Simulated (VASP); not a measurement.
# Ba in VASP: single point with PBE

Aim: the single point of Ba with PBE.

Program: VASP 6.6.1. These are calculated values, not measurements. Logs are shortened: lines on timing, memory, paths and dates and some standing lists are left out, and cuts for length are marked.

## Step 1: The cell of the first run

The cell holds a sublattice, 1 atom: a = 6.014 Å, b = 6.014 Å, c = 6.014 Å, α = 60.00°, β = 60.00°, γ = 60.00°.

## Step 2: Single point, PBE

Input file INCAR:

```
PREC = Accurate ; ENCUT = 400
EDIFF = 1E-6 ; ISMEAR = 0
SIGMA = 0.1 ; LREAL = F
LASPH = T ; NELM = 120
ALGO = Normal ; ISIF = 2
LWAVE = F ; LCHARG = F
GGA = PE ; NBANDS = 11
GGA_COMPAT = F
```

Input file KPOINTS:

```
Automatic mesh
0
Gamma
  6 6 6
```

Input file POSCAR:

```
Ba
1.0
    0.0000000000      4.2524644300      4.2524644300
    4.2524644300      0.0000000000      4.2524644300
    4.2524644300      4.2524644300      0.0000000000
Ba
1
Direct
    0.2500000000      0.2500000000      0.2500000000
```

Potentials or basis: VASP PAW PBE potentials, release 64 (Ba_sv).

Run with:

```
> cat potpaw_PBE.64/Ba_sv/POTCAR > POTCAR
> mpirun -np 1 vasp_std > vasp.out
```

OUTCAR:

```text
PREC = Accurate
   ENCUT = 400
   EDIFF = 1E-6
   ISMEAR = 0
   LREAL = F
   LASPH = T
   NELM = 120
   ISIF = 2
   GGA = PE

 ion  position               nearest neighbor table
   1  0.250  0.250  0.250-

  LATTYP: Found a face centered cubic cell.
 ALAT       =     8.5049288600

  Lattice vectors:

 A1 = (   0.0000000000,   4.2524644300,   4.2524644300)
 A2 = (   4.2524644300,   0.0000000000,   4.2524644300)
 A3 = (   4.2524644300,   4.2524644300,   0.0000000000)

Analysis of symmetry for initial positions (statically):
=====================================================================
 Subroutine PRICEL returns:
 Original cell was already a primitive cell.

 Routine SETGRP: Setting up the symmetry group for a
 face centered cubic supercell.

 Subroutine GETGRP returns: Found 48 space group operations
 (whereof 24 operations were pure point group operations)
 out of a pool of 48 trial point group operations.

The static configuration has the point symmetry T_d .
 The point group associated with its full space group is O_h .

Analysis of symmetry for dynamics (positions and initial velocities):
=====================================================================
 Subroutine PRICEL returns:
 Original cell was already a primitive cell.

 Routine SETGRP: Setting up the symmetry group for a
 face centered cubic supercell.

 Subroutine GETGRP returns: Found 48 space group operations
 (whereof 24 operations were pure point group operations)
 out of a pool of 48 trial point group operations.

The dynamic configuration has the point symmetry T_d .
 The point group associated with its full space group is O_h .

 Subroutine INISYM returns: Found 48 space group operations
 (whereof 24 operations are pure point group operations),
 and found     1 'primitive' translations

----------------------------------------------------------------------------------------

                                     Primitive cell

  volume of cell :     153.7985

  direct lattice vectors                    reciprocal lattice vectors
     0.000000000  4.252464430  4.252464430    -0.117578879  0.117578879  0.117578879
     4.252464430  0.000000000  4.252464430     0.117578879 -0.117578879  0.117578879
     4.252464430  4.252464430  0.000000000     0.117578879  0.117578879 -0.117578879

  length of vectors
     6.013892870  6.013892870  6.013892870     0.203652592  0.203652592  0.203652592

  position of ions in fractional coordinates (direct lattice)
     0.250000000  0.250000000  0.250000000

  ion indices of the primitive-cell ions
   primitive index   ion index
                 1           1

----------------------------------------------------------------------------------------

 KPOINTS: Automatic mesh

Automatic generation of k-mesh.
 Grid dimensions read from file:
 generate k-points for:    6    6    6

 Generating k-lattice:

  Cartesian coordinates                     Fractional coordinates (reciprocal lattice)
    -0.019596480  0.019596480  0.019596480     0.166666667  0.000000000  0.000000000
     0.019596480 -0.019596480  0.019596480     0.000000000  0.166666667  0.000000000
     0.019596480  0.019596480 -0.019596480     0.000000000  0.000000000  0.166666667

  Length of vectors
     0.033942099  0.033942099  0.033942099

  Shift w.r.t. Gamma in fractional coordinates (k-lattice)
     0.000000000  0.000000000  0.000000000

 Subroutine IBZKPT returns following result:
 ===========================================

 Found     16 irreducible k-points:

 Following reciprocal coordinates:
            Coordinates               Weight
  0.000000  0.000000  0.000000      1.000000
  0.166667  0.000000  0.000000      8.000000
  0.333333  0.000000  0.000000      8.000000
  0.500000  0.000000  0.000000      4.000000
  0.166667  0.166667  0.000000      6.000000
  0.333333  0.166667  0.000000     24.000000
[... 8 lines left out ...]
 -0.333333  0.333333  0.166667     24.000000
 -0.333333  0.500000  0.166667     12.000000
   k-points           NKPTS =     16   k-points in BZ     NKDIM =     16   number of bands    NBANDS=     11
   number of dos      NEDOS =    301   number of ions     NIONS =      1
   total plane-waves  NPLWV =  64000
   dimension x,y,z NGX =    40 NGY =   40 NGZ =   40
   dimension x,y,z NGXF=    80 NGYF=   80 NGZF=   80
   ions per type =               1
   NGX,Y,Z   is equivalent  to a cutoff of  11.06, 11.06, 11.06 a.u.
   NGXF,Y,Z  is equivalent  to a cutoff of  22.11, 22.11, 22.11 a.u.
 SYSTEM =  unknown system
   PREC   = accura    normal or accurate (medium, high low for compatibility)
   ISTART =      0    job   : 0-new  1-cont  2-samecut
   ICHARG =      2    charge: 1-file 2-atom 10-const
   ISPIN  =      1    spin polarized calculation?
   LNONCOLLINEAR =      F non collinear calculations
   LSORBIT =      F    spin-orbit coupling
   LASPH  =      T    aspherical Exc in radial PAW
   ENCUT  =  400.0 eV  29.40 Ry    5.42 a.u.   9.81  9.81  9.81*2*pi/ulx,y,z
   NELM   =    120;   NELMIN=  2; NELMDL= -5     # of ELM steps
   EDIFF  = 0.1E-05   stopping-criterion for ELM
   LREAL  =      F    real-space projection
   EDIFFG = 0.1E-04   stopping-criterion for IOM
   NSW    =      0    number of steps for IOM
   IBRION =     -1    ionic relax: 0-MD 1-quasi-New 2-CG
   NFREE  =      0    steps in history (QN), initial steepest desc. (CG)
   ISIF   =      2    stress and relaxation
   ISYM   =      2    0-nonsym 1-usesym 2-fastsym
   POTIM  = 0.5000    time-step for ionic-motion
   TEBEG  =    0.0;   TEEND  =   0.0 temperature during run
   PSTRESS=    0.0 pullay stress
   NELECT =      10.0000    total number of electrons
   NUPDOWN=      -1.0000    fix difference up-down
   EMIN   =  10.00;   EMAX   =-10.00  energy-range for DOS
   EFERMI =   0.00;   METHOD = LEGACY
   ISMEAR =     0;   SIGMA  =   0.10  broadening in eV -4-tet -1-fermi 0-gaus
   EFERMI_NEDOS =   21; number of points for ismear=-14 and -15
   IALGO  =     38    algorithm
   IMIX   =      4    mixing-type and parameters
     AMIX     =   0.40;   BMIX     =  1.00
     AMIX_MAG =   1.60;   BMIX_MAG =  1.00
  volume/ion in A,a.u.               =     153.80      1037.88
  Fermi-wavevector in a.u.,A,eV,Ry     =   0.658300  1.244007  5.896213  0.433359
  Thomas-Fermi vector in A             =   1.730079
   LORBIT       =      0    0 simple, 1 ext, 2 COOP (PROOUT), +10 PAW based schemes
   GGA     = PE    functional components
   LHFCALC =     F    Hartree Fock is set to
   AEXX    =    0.0000 exact exchange contribution
   IVDW    =     0    specifies the selected vdW correction
   LEPSILON=     F    determine dielectric tensor
   LRPA    =     F    only Hartree local field effects (RPA)
 non-spin polarized calculation
 Gauss-broadening in eV      SIGMA  =   0.10
  energy-cutoff  :      400.00
  volume of cell :      153.80
 maximum number of plane-waves:      2812
   NGX = 19   NGY = 19   NGZ = 19

 number of electron      10.0000002 magnetization

 Free energy of the ion-electron system (eV)
  ---------------------------------------------------
  ext. energy  EPLUGINS =         0.00000000
  ---------------------------------------------------
  free energy    TOTEN  =        -0.99251352 eV

  energy without entropy =       -0.98471733  energy(sigma->0) =       -0.98861543

 E-fermi :  -0.4166     XC(G=0):  -5.0755

 val. band max:       -0.4542682560   @ k =  -0.3333   0.5000   0.1667
 cond. band min:      -0.3268819867   @ k =   0.5000   0.0000   0.0000
 fundamental gap:      0.1273862693
 Fermi energy:        -0.4166391884

 k-point     1 :       0.0000    0.0000    0.0000
  band No.  band energies     occupation
      1     -31.0175      2.00000
      2     -16.0776      2.00000
      3     -16.0776      2.00000
      4     -16.0776      2.00000
      5      -2.3889      2.00000
      6       0.4222      0.00000
      7       0.4222      0.00000
      8       0.4222      0.00000
      9       0.9042      0.00000
     10       0.9042      0.00000
     11       3.7924      0.00000

 k-point     2 :       0.1667    0.0000    0.0000
  band No.  band energies     occupation
      1     -31.0174      2.00000
      2     -16.0810      2.00000
      3     -16.0782      2.00000
      4     -16.0782      2.00000
      5      -2.1857      2.00000
      6       0.2593      0.00000
      7       0.4853      0.00000
      8       0.4853      0.00000
      9       0.8719      0.00000
     10       0.8719      0.00000
     11       3.3488      0.00000

 k-point     3 :       0.3333    0.0000    0.0000
  band No.  band energies     occupation
      1     -31.0172      2.00000
      2     -16.0878      2.00000
      3     -16.0793      2.00000
      4     -16.0793      2.00000
      5      -1.6361      2.00000
      6      -0.0610      0.00000
      7       0.4546      0.00000
      8       0.4546      0.00000
      9       1.0531      0.00000
     10       1.0531      0.00000
     11       1.9823      0.00000

 k-point     4 :       0.5000    0.0000    0.0000
  band No.  band energies     occupation
      1     -31.0172      2.00000
      2     -16.0911      2.00000
      3     -16.0798      2.00000
      4     -16.0798      2.00000
      5      -1.1569      2.00000
      6      -0.3269      0.20431
      7       0.3973      0.00000
      8       0.3973      0.00000
      9       1.2502      0.00000
     10       1.2502      0.00000
     11       1.3324      0.00000
[... 127 lines left out ...]
 k-point    14 :       0.5000    0.3333    0.1667
  band No.  band energies     occupation
      1     -31.0171      2.00000
      2     -16.0878      2.00000
      3     -16.0834      2.00000
      4     -16.0810      2.00000
      5      -1.1489      2.00000
      6      -0.1156      0.00002
      7       0.0970      0.00000
      8       0.7407      0.00000
      9       0.9635      0.00000
     10       1.2776      0.00000
     11       1.7775      0.00000

 k-point    15 :      -0.3333    0.3333    0.1667
  band No.  band energies     occupation
      1     -31.0171      2.00000
      2     -16.0883      2.00000
      3     -16.0851      2.00000
      4     -16.0818      2.00000
      5      -0.5951      1.98839
      6      -0.3227      0.18402
      7       0.0165      0.00000
      8       0.5535      0.00000
      9       0.9851      0.00000
     10       1.2995      0.00000
     11       1.6263      0.00000

 k-point    16 :      -0.3333    0.5000    0.1667
  band No.  band energies     occupation
      1     -31.0170      2.00000
      2     -16.0887      2.00000
      3     -16.0849      2.00000
      4     -16.0830      2.00000
      5      -0.4543      1.40538
      6      -0.2108      0.00361
      7      -0.0583      0.00000
      8       0.4558      0.00000
      9       1.2489      0.00000
     10       1.3434      0.00000
     11       1.6083      0.00000

------------------------ aborting loop because EDIFF is reached ----------------------------------------

  FORCE on cell =-STRESS in cart. coord.  units (eV):
  Direction    XX          YY          ZZ          XY          YZ          ZX
  --------------------------------------------------------------------------------------
  -------------------------------------------------------------------------------------
  Total       -1.5583921     -1.5583921     -1.5583921      0.0000000     -0.0000000      0.0000000
  in kB      -16.2343630    -16.2343630    -16.2343630      0.0000000     -0.0000000      0.0000000
  external PRESSURE =     -16.2343630 kB  Pullay stress =       0.0000000 kB

 VOLUME and BASIS-vectors are now :
 -----------------------------------------------------------------------------
  energy-cutoff  :      400.00
  volume of cell :      153.80
      direct lattice vectors                 reciprocal lattice vectors
     0.000000000  4.252464430  4.252464430    -0.117578879  0.117578879  0.117578879
     4.252464430  0.000000000  4.252464430     0.117578879 -0.117578879  0.117578879
     4.252464430  4.252464430  0.000000000     0.117578879  0.117578879 -0.117578879

 POSITION                                       TOTAL-FORCE (eV/Angst)
 -----------------------------------------------------------------------------------
      2.12623      2.12623      2.12623        -0.000000     -0.000000      0.000000
 -----------------------------------------------------------------------------------
    total drift:                               -0.000000     -0.000000      0.000000

  FREE ENERGIE OF THE ION-ELECTRON SYSTEM (eV)
  ---------------------------------------------------
  free  energy   TOTEN  =        -0.9925135217 eV

  energy  without entropy=       -0.9847173316  energy(sigma->0) =       -0.98861543
```

Wall time 29 s (1 thread of Intel Xeon 8259CL, shared host); peak memory 0.23 GiB.

What came out:

| Quantity | Value |
| --- | --- |
| Free energy | -0.9925 eV |
| Pressure | -1.6 GPa |
| Band gap on the k mesh | 0.13 eV, indirect (least direct gap 0.24 eV) |

Caveat: spin-orbit coupling is left out, which moves the levels of the heavy elements.
